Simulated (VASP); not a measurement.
# Y7NbN8 in VASP: single point with PBEsol+U

Aim: the single point of Y7NbN8 with PBEsol+U.

Everything below comes from runs of VASP 6.6.1. Logs are shortened: lines on timing, memory, paths and dates and some standing lists are left out, and cuts for length are marked.

### 1 The cell of the first run

The typed cell holds 16 atoms: a = 6.920 Å, b = 6.920 Å, c = 6.920 Å, α = 60.00°, β = 60.00°, γ = 60.00°.

### 2 Single point, PBEsol+U, collinear spin, zero start

Contents of INCAR:

```
SYSTEM = Y7NbN8
PREC = Accurate
ENCUT = 520
EDIFF = 1E-6
ISMEAR = 0
SIGMA = 0.05
LREAL = Auto
LASPH = .True.
NELM = 150
ALGO = Normal
ISIF = 2
LWAVE = .False.
LCHARG = .False.
ISPIN = 2
MAGMOM = 0 0 0 0 0 0 0 0 0 0 0 0 0 0 0 0
LORBIT = 11
LMAXMIX = 4
LDAU = .True.
LDAUTYPE = 2
LDAUL = 2 -1 -1
LDAUU = 2 0 0
LDAUJ = 0 0 0
LDAUPRINT = 1
GGA = PS
NBANDS = 83
```

Contents of KPOINTS:

```
regular mesh
0
Gamma
  3 3 3
  0 0 0
```

Contents of POSCAR:

```
Y7NbN8
1.0
    0.0000000000      4.8935000000      4.8935000000
    4.8935000000      0.0000000000      4.8935000000
    4.8935000000      4.8935000000      0.0000000000
Nb Y N
1 7 8
Direct
    0.2581760925      0.2265717619      0.2576538495
    0.2459013437      0.2555726059      0.7493080406
    0.2493688379      0.7485665575      0.2493472485
    0.2493567502      0.7485699644      0.7528019628
    0.7495799517      0.2554624979      0.2457730494
    0.7495802021      0.2554601932      0.7492758200
    0.7530915186      0.7485243615      0.2492299454
    0.7512697875      0.7474334580      0.7507333629
    0.0007369118      0.9983770403      0.0004870787
    0.0237120374      0.0191800907      0.4785773100
    0.0051380494      0.4941503003      0.0049526694
    0.0051151760      0.4942137322      0.4958582265
    0.4788365201      0.0191671525      0.0234933037
    0.4788808134      0.0191421432      0.4785907344
    0.4960186923      0.4940947668      0.0049885593
    0.5012865240      0.4967830337      0.5009924279
```

Potentials or basis: VASP PAW PBE potentials, release 64 (Nb_sv, Y_sv, N).

Started as:

```console
$ cat potpaw_PBE.64/Nb_sv/POTCAR potpaw_PBE.64/Y_sv/POTCAR potpaw_PBE.64/N/POTCAR > POTCAR
$ mpirun -np 1 vasp_std > vasp.out
```

OUTCAR:

```text
SYSTEM = Y7NbN8
   PREC = Accurate
   ENCUT = 520
   EDIFF = 1E-6
   ISMEAR = 0
   LREAL = Auto
   LASPH = .True.
   NELM = 150
   ISIF = 2
   ISPIN = 2
   LORBIT = 11
   GGA = PS

 ion  position               nearest neighbor table
   1  0.258  0.227  0.258-  13 2.16  14 2.16  10 2.16   7 3.37   3 3.37   4 3.37   6 3.46   5 3.46
                             2 3.46   2 3.46   5 3.46   6 3.46   4 3.55   3 3.55   7 3.55
   2  0.246  0.256  0.749-  11 2.42  12 2.42  16 2.43   9 2.46  13 2.49  14 2.49   8 3.41   5 3.44
                             6 3.44   4 3.44   3 3.44   1 3.46   1 3.46   3 3.48   4 3.48   6 3.49
   3  0.249  0.749  0.249-   9 2.43  12 2.44  15 2.44  10 2.46  13 2.46  16 2.46   1 3.37   7 3.44
                             2 3.44   4 3.44   5 3.44   8 3.46   8 3.46   5 3.48   4 3.48   2 3.48
   4  0.249  0.749  0.753-   9 2.43  11 2.44  15 2.44  10 2.46  14 2.46  16 2.46   1 3.37   7 3.43
                             2 3.44   3 3.44   6 3.44   8 3.46   8 3.46   6 3.48   3 3.48   2 3.48
   5  0.750  0.255  0.246-  11 2.42  15 2.42  16 2.43   9 2.46  10 2.49  14 2.49   8 3.42   2 3.44
                             6 3.44   7 3.44   3 3.44   1 3.46   1 3.46   3 3.48   7 3.48   6 3.48
   6  0.750  0.255  0.749-  12 2.42  15 2.42  16 2.43   9 2.46  10 2.49  13 2.49   8 3.42   2 3.44
                             5 3.44   7 3.44   4 3.44   1 3.46   1 3.46   4 3.48   7 3.48   5 3.48
   7  0.753  0.749  0.249-   9 2.43  12 2.44  11 2.44  14 2.46  13 2.46  16 2.46   1 3.37   4 3.43
                             3 3.44   5 3.44   6 3.44   8 3.46   8 3.46   6 3.48   5 3.48   3 3.49
   8  0.751  0.747  0.751-  11 2.49  12 2.49  15 2.49  10 2.66  13 2.66  14 2.66   2 3.41   5 3.42
                             6 3.42   4 3.46   3 3.46   7 3.46   7 3.46   3 3.46   4 3.46   6 3.50
   9  0.001  0.998  0.000-   3 2.43   4 2.43   7 2.43   2 2.46   6 2.46   5 2.46
  10  0.024  0.019  0.479-   1 2.16   3 2.46   4 2.46   5 2.49   6 2.49   8 2.66
  11  0.005  0.494  0.005-   2 2.42   5 2.42   4 2.44   7 2.44   8 2.49
  12  0.005  0.494  0.496-   2 2.42   6 2.42   3 2.44   7 2.44   8 2.49
  13  0.479  0.019  0.023-   1 2.16   7 2.46   3 2.46   6 2.49   2 2.49   8 2.66
  14  0.479  0.019  0.479-   1 2.16   7 2.46   4 2.46   5 2.49   2 2.49   8 2.66
  15  0.496  0.494  0.005-   5 2.42   6 2.42   3 2.44   4 2.44   8 2.49
  16  0.501  0.497  0.501-   5 2.43   6 2.43   2 2.43   7 2.46   3 2.46   4 2.46

  LATTYP: Found a face centered cubic cell.
 ALAT       =     9.7870000000

  Lattice vectors:

 A1 = (   0.0000000000,   4.8935000000,   4.8935000000)
 A2 = (   4.8935000000,   0.0000000000,   4.8935000000)
 A3 = (   4.8935000000,   4.8935000000,   0.0000000000)

Analysis of symmetry for initial positions (statically):
=====================================================================
 Subroutine PRICEL returns:
 Original cell was already a primitive cell.

 Routine SETGRP: Setting up the symmetry group for a
 face centered cubic supercell.

 Subroutine GETGRP returns: Found  1 space group operations
 (whereof  1 operations were pure point group operations)
 out of a pool of 48 trial point group operations.

The static configuration has the point symmetry C_1 .

Analysis of symmetry for dynamics (positions and initial velocities):
=====================================================================
 Subroutine PRICEL returns:
 Original cell was already a primitive cell.

 Routine SETGRP: Setting up the symmetry group for a
 face centered cubic supercell.

 Subroutine GETGRP returns: Found  1 space group operations
 (whereof  1 operations were pure point group operations)
 out of a pool of 48 trial point group operations.

The dynamic configuration has the point symmetry C_1 .

Analysis of structural, dynamic, and magnetic symmetry:
=====================================================================
 Subroutine PRICEL returns:
 Original cell was already a primitive cell.

 Routine SETGRP: Setting up the symmetry group for a
 face centered cubic supercell.

 Subroutine GETGRP returns: Found  1 space group operations
 (whereof  1 operations were pure point group operations)
 out of a pool of 48 trial point group operations.

The overall configuration has the point symmetry C_1 .

 Subroutine INISYM returns: Found  1 space group operations
 (whereof  1 operations are pure point group operations),
 and found     1 'primitive' translations

----------------------------------------------------------------------------------------

                                     Primitive cell

  volume of cell :     234.3629

[... 126 lines left out ...]
  volume/ion in A,a.u.               =      14.65        98.85
  Fermi-wavevector in a.u.,A,eV,Ry     =   1.345116  2.541900 24.617520  1.809337
  Thomas-Fermi vector in A             =   2.473055
   LORBIT       =     11    0 simple, 1 ext, 2 COOP (PROOUT), +10 PAW based schemes
 LDA+U is selected, type is set to LDAUTYPE =  2
   angular momentum for each species LDAUL =     2   -1   -1
   U (eV)           for each species LDAUU =   2.0  0.0  0.0
   J (eV)           for each species LDAUJ =   0.0  0.0  0.0
   GGA     = PS    functional components
   LHFCALC =     F    Hartree Fock is set to
   AEXX    =    0.0000 exact exchange contribution
   IVDW    =     0    specifies the selected vdW correction
   LEPSILON=     F    determine dielectric tensor
   LRPA    =     F    only Hartree local field effects (RPA)
 spin polarized calculation
 Gauss-broadening in eV      SIGMA  =   0.05
  energy-cutoff  :      520.00
  volume of cell :      234.36
 maximum number of plane-waves:      6334
 NGX is ok and might be reduce to    54
   NGX = 25   NGY = 25   NGZ = 25

 number of electron     130.0000002 magnetization      -0.0000470

atom =   1  type =  1  l = 2

 onsite density matrix

spin component  1

  0.1859 -0.0030 -0.0013  0.0030  0.0000
 -0.0030  0.1858  0.0006  0.0031 -0.0011
 -0.0013  0.0006  0.2234 -0.0006 -0.0000
  0.0030  0.0031 -0.0006  0.1858 -0.0011
  0.0000 -0.0011 -0.0000 -0.0011  0.2236

spin component  2

  0.1859 -0.0030 -0.0013  0.0030 -0.0000
 -0.0030  0.1858  0.0006  0.0031 -0.0011
 -0.0013  0.0006  0.2234 -0.0006 -0.0000
  0.0030  0.0031 -0.0006  0.1858 -0.0011
 -0.0000 -0.0011 -0.0000 -0.0011  0.2236

 occupancies and eigenvectors

  o =  0.1798  v =  0.5757  0.5788  0.0001 -0.5776 -0.0000  0.0000  0.0000  0.0000  0.0000  0.0000      0.0000  0.0000  0.0000  0.0000  0.0000  0.0000  0.0000  0.0000  0.0000  0.0000
  o =  0.1798  v =  0.0000  0.0000  0.0000  0.0000  0.0000  0.5757  0.5788  0.0001 -0.5776 -0.0000      0.0000  0.0000  0.0000  0.0000  0.0000  0.0000  0.0000  0.0000  0.0000  0.0000
  o =  0.1888  v =  0.8092 -0.3068  0.0443  0.4992  0.0060  0.0000  0.0000  0.0000  0.0000  0.0000      0.0000  0.0000  0.0000  0.0000  0.0000  0.0000  0.0000  0.0000  0.0000  0.0000
  o =  0.1888  v =  0.0000  0.0000  0.0000  0.0000  0.0000  0.8091 -0.3065  0.0443  0.4994  0.0060      0.0000  0.0000  0.0000  0.0000  0.0000  0.0000  0.0000  0.0000  0.0000  0.0000
  o =  0.1888  v = -0.1117  0.7547 -0.0060  0.6450  0.0432  0.0000  0.0000  0.0000  0.0000  0.0000      0.0000  0.0000  0.0000  0.0000  0.0000  0.0000  0.0000  0.0000  0.0000  0.0000
  o =  0.1888  v =  0.0000  0.0000  0.0000  0.0000  0.0000 -0.1120  0.7549 -0.0060  0.6448  0.0432      0.0000  0.0000  0.0000  0.0000  0.0000  0.0000  0.0000  0.0000  0.0000  0.0000
  o =  0.2235  v = -0.0364  0.0149  0.9938 -0.0212  0.1013  0.0000  0.0000  0.0000  0.0000  0.0000      0.0000  0.0000  0.0000  0.0000  0.0000  0.0000  0.0000  0.0000  0.0000  0.0000
  o =  0.2235  v =  0.0000  0.0000  0.0000  0.0000  0.0000 -0.0364  0.0148  0.9936 -0.0213  0.1036      0.0000  0.0000  0.0000  0.0000  0.0000  0.0000  0.0000  0.0000  0.0000  0.0000
  o =  0.2236  v =  0.0037 -0.0324 -0.1014 -0.0289  0.9939  0.0000  0.0000  0.0000  0.0000  0.0000      0.0000  0.0000  0.0000  0.0000  0.0000  0.0000  0.0000  0.0000  0.0000  0.0000
  o =  0.2236  v =  0.0000  0.0000  0.0000  0.0000  0.0000  0.0038 -0.0324 -0.1036 -0.0289  0.9937      0.0000  0.0000  0.0000  0.0000  0.0000  0.0000  0.0000  0.0000  0.0000  0.0000

 number of electron     130.0000002 magnetization       0.0000011

 Free energy of the ion-electron system (eV)
  ---------------------------------------------------
  ext. energy  EPLUGINS =         0.00000000
  ---------------------------------------------------
  free energy    TOTEN  =      -153.55656170 eV

  energy without entropy =     -153.54759277  energy(sigma->0) =     -153.55207724

 E-fermi :   5.6737     XC(G=0): -11.4868

 val. band max:        5.6307270778   @ k =   0.0000   0.3333   0.0000
 cond. band min:       5.7060351665   @ k =   0.3333   0.3333   0.3333
 fundamental gap:      0.0753080887
 Fermi energy:         5.6736717437

 spin component 1

 k-point     1 :       0.0000    0.0000    0.0000
  band No.  band energies     occupation
      1     -51.0755      1.00000
      2     -36.8198      1.00000
      3     -36.0895      1.00000
      4     -36.0114      1.00000
      5     -36.0111      1.00000
      6     -36.0110      1.00000
[... 1109 lines left out ...]
     76       8.6343      0.00000
     77       9.1673      0.00000
 Fermi energy:         5.6736717437

 spin component 2

 k-point     1 :       0.0000    0.0000    0.0000
  band No.  band energies     occupation
      1     -51.0755      1.00000
      2     -36.8198      1.00000
      3     -36.0895      1.00000
      4     -36.0114      1.00000
      5     -36.0111      1.00000
      6     -36.0110      1.00000
[... 1109 lines left out ...]
     76       8.6343      0.00000
     77       9.1673      0.00000
 [bands above 77 left out]

------------------------ aborting loop because EDIFF is reached ----------------------------------------

  FORCE on cell =-STRESS in cart. coord.  units (eV):
  Direction    XX          YY          ZZ          XY          YZ          ZX
  --------------------------------------------------------------------------------------
  -------------------------------------------------------------------------------------
  Total      -16.3301963    -16.3345775    -16.3494012     -0.0300860     -0.0279960      0.0274187
  in kB     -111.6382995   -111.6682510   -111.7695908     -0.2056771     -0.1913896      0.1874430
  external PRESSURE =    -111.6920471 kB  Pullay stress =       0.0000000 kB

 VOLUME and BASIS-vectors are now :
 -----------------------------------------------------------------------------
  energy-cutoff  :      520.00
  volume of cell :      234.36
      direct lattice vectors                 reciprocal lattice vectors
     0.000000000  4.893500000  4.893500000    -0.102176356  0.102176356  0.102176356
     4.893500000  0.000000000  4.893500000     0.102176356 -0.102176356  0.102176356
     4.893500000  4.893500000  0.000000000     0.102176356  0.102176356 -0.102176356

 POSITION                                       TOTAL-FORCE (eV/Angst)
 -----------------------------------------------------------------------------------
      2.36956      2.52421      2.37211         0.092560     -0.091915      0.092752
      4.91738      4.87006      2.45396        -0.008589      0.007164     -0.000521
      4.88329      2.44047      4.88340        -0.016058      0.001202      0.003782
      7.34696      4.90406      4.88335        -0.001659      0.017498      0.006357
      2.45280      4.87076      4.91818         0.002247     -0.005341     -0.001463
      4.91668      7.33465      4.91817         0.006453     -0.002827      0.001074
[... 8 lines left out ...]
      2.44226      2.45168      4.84512        -0.003209      0.002701     -0.023857
      4.88261      4.90465      4.88405        -0.001764      0.003175     -0.005778
 -----------------------------------------------------------------------------------
    total drift:                                0.002280     -0.001919      0.002962

  FREE ENERGIE OF THE ION-ELECTRON SYSTEM (eV)
  ---------------------------------------------------
  free  energy   TOTEN  =      -153.5565616963 eV

  energy  without entropy=     -153.5475927741  energy(sigma->0) =     -153.55207724

 total charge

# of ion       s       p       d       f       tot
--------------------------------------------------
    1        2.165   6.041   1.984   0.000  10.190
    2        2.189   6.508   1.096   0.093   9.886
    3        2.189   6.510   1.096   0.093   9.888
    4        2.189   6.510   1.096   0.093   9.888
    5        2.189   6.508   1.096   0.093   9.887
    6        2.189   6.508   1.096   0.093   9.886
[... 8 lines left out ...]
   15        1.237   2.373   0.000   0.000   3.610
   16        1.237   2.393   0.000   0.000   3.630
--------------------------------------------------
tot         27.369  70.528   9.604   0.625 108.126

 magnetization (x)

# of ion       s       p       d       f       tot
--------------------------------------------------
    1       -0.000   0.000  -0.000   0.000  -0.000
    2       -0.000  -0.000  -0.000  -0.000  -0.000
    3       -0.000  -0.000   0.000  -0.000  -0.000
    4       -0.000  -0.000  -0.000  -0.000  -0.000
    5       -0.000  -0.000  -0.000  -0.000  -0.000
    6       -0.000  -0.000   0.000  -0.000  -0.000
[... 8 lines left out ...]
   15        0.000   0.000   0.000   0.000   0.000
   16        0.000   0.000   0.000   0.000   0.000
--------------------------------------------------
tot         -0.000   0.000  -0.000  -0.000   0.000
```

It took 39 min on 1 thread of Oxide Virtual Turin-like, shared host; peak memory 0.7 GiB.

Results:

```yaml
Free_energy: -153.5566 eV
Pressure: -11.2 GPa
Largest_force: 0.160 eV/Å
Band_gap_on_the_k_mesh: zero (filled and empty bands overlap)
Net_moment: 0.00 μB per cell
Valence_electrons_inside_the_program's_atomic_spheres: Nb 10.19; Y 9.89, 9.65 (each value once); N 3.63, 3.62, 3.61 (each value once)
```

Forces on the atoms (eV/Å):
```
Nb   0.093 -0.092  0.093
Y   -0.009  0.007 -0.001
Y   -0.016  0.001  0.004
Y   -0.002  0.017  0.006
Y    0.002 -0.005 -0.001
Y    0.006 -0.003  0.001
Y   -0.001  0.004 -0.005
Y    0.007 -0.012 -0.013
N    0.002 -0.003  0.002
N    0.007 -0.005 -0.075
N   -0.004  0.019  0.002
N   -0.020  0.005 -0.001
N   -0.070 -0.007  0.010
N    0.008  0.067  0.008
N   -0.003  0.003 -0.024
N   -0.002  0.003 -0.006
```

Eigenvalues of the final occupation matrices:
| site | spin | trace | eigenvalues |
| --- | --- | --- | --- |
| site 1 d | 1 | 1.00 | 0.18 0.19 0.19 0.22 0.22 |
| site 1 d | 2 | 1.00 | 0.18 0.19 0.19 0.22 0.22 |

Caveat: the k points lie up to 0.37 Å⁻¹ apart, too coarse for converged energies and pressures of a metal; the PAW data sets were made with another functional, which shifts forces and pressure a little.

The gap in the log of VASP goes by the Fermi energy; the results here count the filled bands.